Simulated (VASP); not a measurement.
# K2TlCuF6 (Fm-3m) in VASP: notebook

K2TlCuF6 is run at these levels: LDA; tasks: single point.

Everything below comes from runs of VASP 6.6.1. Logs are shortened: lines on timing, memory, paths and dates and some standing lists are left out, and cuts for length are marked.

## (1) The cell of the first run

Symmetry: Fm-3m, No. 225, cubic system. Conventional cell: a = 8.439 Å, b = 8.439 Å, c = 8.439 Å, α = 90.00°, β = 90.00°, γ = 90.00°. K (site symmetry -43m) has 12 F at 2.99 Å and 4 Tl at 3.65 Å and 4 Cu at 3.65 Å within 3.9 Å. Within 3.0 Å of Tl (site symmetry m-3m) lie 6 F at 2.25 Å. Within 2.6 Å of Cu (site symmetry m-3m) lie 6 F at 1.97 Å. F (site symmetry 4mm) has 1 Cu at 1.97 Å and 1 Tl at 2.25 Å within 2.6 Å.

## (2) Single point, LDA

INCAR reads:

```
PREC     = Accurate       # precision mode
ENCUT    = 600            # plane-wave cutoff, eV
EDIFF    = 1E-6           # SCF threshold, eV
ISMEAR   = 0              # smearing method
SIGMA    = 0.02           # smearing width, eV
LREAL    = F              # projectors in reciprocal space
LASPH    = T              # aspherical terms in the spheres
NELM     = 120            # most SCF steps
ALGO     = Normal         # electronic algorithm
ISIF     = 2              # what is computed and relaxed
LWAVE    = F              # write WAVECAR
LCHARG   = T              # write CHGCAR
LELF     = T              # ELF
LVHAR    = T            
NBANDS   = 53             # bands
GGA_COMPAT= F
```

KPOINTS reads:

```
regular mesh
0
Gamma
  5 5 5
```

POSCAR reads:

```
K2TlCuF6
1.0
    5.9675462162      0.0000000000      0.0000000000
    2.9837731081      5.1680466215      0.0000000000
    2.9837731081      1.7226822072      4.8724810821
K Tl Cu F
2 1 1 6
Direct
    0.2500000000      0.2500000000      0.2500000000
    0.7500000000      0.7500000000      0.7500000000
    0.0000000000      0.0000000000      0.0000000000
    0.5000000000      0.5000000000      0.5000000000
    0.2665149181      0.2665149181      0.7334850819
    0.2665149181      0.7334850819      0.7334850819
    0.7334850819      0.7334850819      0.2665149181
    0.2665149181      0.7334850819      0.2665149181
    0.7334850819      0.2665149181      0.7334850819
    0.7334850819      0.2665149181      0.2665149181
```

Potentials or basis: VASP PAW LDA potentials, release 64 (K_sv, Tl_d, Cu, F).

Started as:

```bash
$ cat potpaw_LDA.64/K_sv/POTCAR potpaw_LDA.64/Tl_d/POTCAR potpaw_LDA.64/Cu/POTCAR potpaw_LDA.64/F/POTCAR > POTCAR
$ mpirun -np 1 vasp_std > vasp.out
```

OUTCAR:

```text
PREC = Accurate
   ENCUT = 600
   EDIFF = 1E-6
   ISMEAR = 0
   LREAL = F
   LASPH = T
   NELM = 120
   ISIF = 2

 ion  position               nearest neighbor table
   1  0.250  0.250  0.250-   3 3.65   3 3.65   3 3.65   3 3.65
   2  0.750  0.750  0.750-   3 3.65   3 3.65   3 3.65   3 3.65
   3  0.000  0.000  0.000-   5 2.25   7 2.25   8 2.25   9 2.25   6 2.25  10 2.25   2 3.65   1 3.65
                             2 3.65   1 3.65   2 3.65   1 3.65   2 3.65   1 3.65
   4  0.500  0.500  0.500-   5 1.97   7 1.97   8 1.97   9 1.97   6 1.97  10 1.97
   5  0.267  0.267  0.733-   4 1.97   3 2.25
   6  0.267  0.733  0.733-   4 1.97   3 2.25
   7  0.733  0.733  0.267-   4 1.97   3 2.25
   8  0.267  0.733  0.267-   4 1.97   3 2.25
   9  0.733  0.267  0.733-   4 1.97   3 2.25
  10  0.733  0.267  0.267-   4 1.97   3 2.25

  LATTYP: Found a face centered cubic cell.
 ALAT       =     8.4393847931

  Lattice vectors:

 A1 = (   5.9675462162,   0.0000000000,   0.0000000000)
 A2 = (   2.9837731081,   5.1680466215,   0.0000000000)
 A3 = (   2.9837731081,   1.7226822072,   4.8724810821)

Analysis of symmetry for initial positions (statically):
=====================================================================
 Subroutine PRICEL returns:
 Original cell was already a primitive cell.

 Routine SETGRP: Setting up the symmetry group for a
 face centered cubic supercell.

 Subroutine GETGRP returns: Found 48 space group operations
 (whereof 48 operations were pure point group operations)
 out of a pool of 48 trial point group operations.

The static configuration has the point symmetry O_h .

Analysis of symmetry for dynamics (positions and initial velocities):
=====================================================================
 Subroutine PRICEL returns:
 Original cell was already a primitive cell.

 Routine SETGRP: Setting up the symmetry group for a
 face centered cubic supercell.

 Subroutine GETGRP returns: Found 48 space group operations
 (whereof 48 operations were pure point group operations)
 out of a pool of 48 trial point group operations.

The dynamic configuration has the point symmetry O_h .

 Subroutine INISYM returns: Found 48 space group operations
 (whereof 48 operations are pure point group operations),
 and found     1 'primitive' translations

----------------------------------------------------------------------------------------

                                     Primitive cell
[... 100 lines left out ...]
   POTIM  = 0.5000    time-step for ionic-motion
   TEBEG  =    0.0;   TEEND  =   0.0 temperature during run
   PSTRESS=    0.0 pullay stress
   NELECT =      84.0000    total number of electrons
   NUPDOWN=      -1.0000    fix difference up-down
   EMIN   =  10.00;   EMAX   =-10.00  energy-range for DOS
   EFERMI =   0.00;   METHOD = LEGACY
   ISMEAR =     0;   SIGMA  =   0.02  broadening in eV -4-tet -1-fermi 0-gaus
   EFERMI_NEDOS =   21; number of points for ismear=-14 and -15
   IALGO  =     38    algorithm
   IMIX   =      4    mixing-type and parameters
     AMIX     =   0.40;   BMIX     =  1.00
     AMIX_MAG =   1.60;   BMIX_MAG =  1.00
  volume/ion in A,a.u.               =      15.03       101.41
  Fermi-wavevector in a.u.,A,eV,Ry     =   1.348581  2.548449 24.744528  1.818672
  Thomas-Fermi vector in A             =   2.476238
   LORBIT       =      0    0 simple, 1 ext, 2 COOP (PROOUT), +10 PAW based schemes
   GGA     = CA    functional components
   LHFCALC =     F    Hartree Fock is set to
   AEXX    =    0.0000 exact exchange contribution
   IVDW    =     0    specifies the selected vdW correction
   LEPSILON=     F    determine dielectric tensor
   LRPA    =     F    only Hartree local field effects (RPA)
 non-spin polarized calculation
 Gauss-broadening in eV      SIGMA  =   0.02
  energy-cutoff  :      600.00
  volume of cell :      150.27
 maximum number of plane-waves:      5031
   NGX = 23   NGY = 23   NGZ = 23

 number of electron      83.9999982 magnetization

 Free energy of the ion-electron system (eV)
  ---------------------------------------------------
  ext. energy  EPLUGINS =         0.00000000
  ---------------------------------------------------
  free energy    TOTEN  =       -45.26733969 eV

  energy without entropy =      -45.26615817  energy(sigma->0) =      -45.26674893

 E-fermi :   1.9423     XC(G=0): -10.2126

 val. band max:        1.8229729463   @ k =  -0.4000   0.4000  -0.0000
 cond. band min:       1.9469369617   @ k =   0.0000   0.0000   0.0000
 fundamental gap:      0.1239640154
 Fermi energy:         1.9423305467

 k-point     1 :       0.0000    0.0000    0.0000
  band No.  band energies     occupation
      1     -27.1515      2.00000
      2     -27.1230      2.00000
      3     -21.2720      2.00000
      4     -20.8124      2.00000
      5     -20.8124      2.00000
      6     -20.8124      2.00000
[... 549 lines left out ...]
     52      10.0484      0.00000
     53      10.3731      0.00000

------------------------ aborting loop because EDIFF is reached ----------------------------------------

  FORCE on cell =-STRESS in cart. coord.  units (eV):
  Direction    XX          YY          ZZ          XY          YZ          ZX
  --------------------------------------------------------------------------------------
  -------------------------------------------------------------------------------------
  Total        0.1015979      0.1015979      0.1015979      0.0000000      0.0000000      0.0000000
  in kB        1.0832359      1.0832359      1.0832359      0.0000000      0.0000000      0.0000000
  external PRESSURE =       1.0832359 kB  Pullay stress =       0.0000000 kB

 VOLUME and BASIS-vectors are now :
 -----------------------------------------------------------------------------
  energy-cutoff  :      600.00
  volume of cell :      150.27
      direct lattice vectors                 reciprocal lattice vectors
     5.967546216  0.000000000  0.000000000     0.167573063 -0.096748353 -0.068411417
     2.983773108  5.168046622  0.000000000     0.000000000  0.193496706 -0.068411417
     2.983773108  1.722682207  4.872481082     0.000000000  0.000000000  0.205234250

 POSITION                                       TOTAL-FORCE (eV/Angst)
 -----------------------------------------------------------------------------------
      2.98377      1.72268      1.21812         0.000000     -0.000000      0.000000
      8.95132      5.16805      3.65436         0.000000     -0.000000      0.000000
      0.00000      0.00000      0.00000         0.000000     -0.000000      0.000000
      5.96755      3.44536      2.43624         0.000000     -0.000000      0.000000
      4.57421      2.64092      3.57389        -0.038642     -0.022310      0.031551
      5.96755      5.05425      3.57389         0.000000      0.044620      0.031551
      7.36088      4.24981      1.29859         0.038642      0.022310     -0.031551
      4.57421      4.24981      1.29859        -0.038642      0.022310     -0.031551
      7.36088      2.64092      3.57389         0.038642     -0.022310      0.031551
      5.96755      1.83648      1.29859         0.000000     -0.044620     -0.031551
 -----------------------------------------------------------------------------------
    total drift:                                0.000000      0.000000      0.000000

  FREE ENERGIE OF THE ION-ELECTRON SYSTEM (eV)
  ---------------------------------------------------
  free  energy   TOTEN  =       -45.2673396938 eV

  energy  without entropy=      -45.2661581703  energy(sigma->0) =      -45.26674893
```

OSZICAR:

```text
N       E                     dE             d eps       ncg     rms          rms(c)
DAV:   1     0.109066454954E+04    0.10907E+04   -0.44898E+04  1060   0.191E+03
DAV:   2     0.893097631870E+02   -0.10014E+04   -0.93420E+03  1188   0.524E+02
[... 10 lines left out ...]
DAV:  13    -0.452698553400E+02   -0.14415E-02   -0.34661E-02  1648   0.156E+00    0.577E-01
DAV:  14    -0.452676258359E+02    0.22295E-02   -0.11230E-02  1595   0.804E-01    0.124E-01
DAV:  15    -0.452674106357E+02    0.21520E-03   -0.32116E-03  1576   0.467E-01    0.807E-02
DAV:  16    -0.452673575441E+02    0.53092E-04   -0.28079E-04  1649   0.130E-01    0.365E-02
DAV:  17    -0.452673587150E+02   -0.11709E-05   -0.11606E-05  1320   0.167E-02    0.387E-02
DAV:  18    -0.452673401306E+02    0.18584E-04   -0.76435E-05  1192   0.724E-02    0.857E-03
DAV:  19    -0.452673396938E+02    0.43678E-06   -0.29084E-06   904   0.706E-03
   1 F= -.45267340E+02 E0= -.45266749E+02  d E =-.118152E-02
```

stdout:

```text
POSCAR found type information on POSCAR K TlCuF
 POSCAR found :  4 types and      10 ions
 scaLAPACK will be used
 LDA part: xc-table for (Slater(with rela. corr.)+CA(PZ))
 , standard interpolation
 POSCAR, INCAR and KPOINTS ok, starting setup
 FFT: planning ... GRIDC
 FFT: planning ... GRID_SOFT
 FFT: planning ... GRID
 WAVECAR not read
 entering main loop
```

Wall time 1.9 min (1 thread of AMD EPYC 9R45 (Zen 5), shared host); peak memory 0.28 GiB.

Results:

* Free energy: -45.2673 eV
* Pressure: 0.1 GPa
* Largest force: 0.055 eV/Å
* Band gap on the k mesh: zero (band 42 reaches 1.95 eV, above the bottom of band 43 at 1.82 eV)

Forces on the atoms (eV/Å):
```
K    0.000  0.000  0.000
K    0.000  0.000  0.000
Tl   0.000  0.000  0.000
Cu   0.000  0.000  0.000
F   -0.039 -0.022  0.032
F    0.000  0.045  0.032
F    0.039  0.022 -0.032
F   -0.039  0.022 -0.032
F    0.039 -0.022  0.032
F    0.000 -0.045 -0.032
```

Caveat: spin-orbit coupling is left out, which moves the levels of the heavy elements; semilocal functionals often make such compounds metallic where correlation or magnetic order opens a gap, which also shifts bond lengths.

## (3) Single point, LDA

INCAR reads:

```
SYSTEM = K2TlCuF6
PREC = Accurate
ENCUT = 600
EDIFF = 1E-6
ISMEAR = 0
SIGMA = 0.02
LREAL = .False.
LASPH = .True.
NELM = 120
ALGO = Normal
ISIF = 2
LWAVE = .False.
LCHARG = .False.
GGA = CA
NBANDS = 53
GGA_COMPAT = .False.
```

KPOINTS reads:

```
regular mesh
0
Gamma
  5 5 5
  0 0 0
```

POSCAR is that of step 2.

Potentials or basis: VASP PAW LDA potentials, release 64 (K_sv, Tl_d, Cu, F).

Started as:

```bash
$ cat potpaw_LDA.64/K_sv/POTCAR potpaw_LDA.64/Tl_d/POTCAR potpaw_LDA.64/Cu/POTCAR potpaw_LDA.64/F/POTCAR > POTCAR
$ mpirun -np 1 vasp_std > vasp.out
```

It took 1.9 min on 1 thread of AMD EPYC 9R45 (Zen 5), shared host; peak memory 0.28 GiB.

Results (log left out):

| Item | Value |
| --- | --- |
| Free energy | -45.2673 eV |
| Pressure | 0.1 GPa |
| Largest force | 0.055 eV/Å |
| Band gap on the k mesh | zero (band 42 reaches 1.95 eV, above the bottom of band 43 at 1.82 eV) |

Forces on the atoms (eV/Å):
```
K    0.000  0.000  0.000
K    0.000  0.000  0.000
Tl   0.000  0.000  0.000
Cu   0.000  0.000  0.000
F   -0.039 -0.022  0.032
F    0.000  0.045  0.032
F    0.039  0.022 -0.032
F   -0.039  0.022 -0.032
F    0.039 -0.022  0.032
F    0.000 -0.045 -0.032
```

Levels at points of the mesh, in eV from the Fermi level:
| k point | band 40 | band 41 | band 42 | band 43 | band 44 | band 45 |
| --- | --- | --- | --- | --- | --- | --- |
| (0.00, 0.00, 0.00) | -1.29 | -1.06 | 0.00 | 0.00 | 4.93 | 5.07 |

Caveat: spin-orbit coupling is left out, which moves the levels of the heavy elements; semilocal functionals often make such compounds metallic where correlation or magnetic order opens a gap, which also shifts bond lengths.
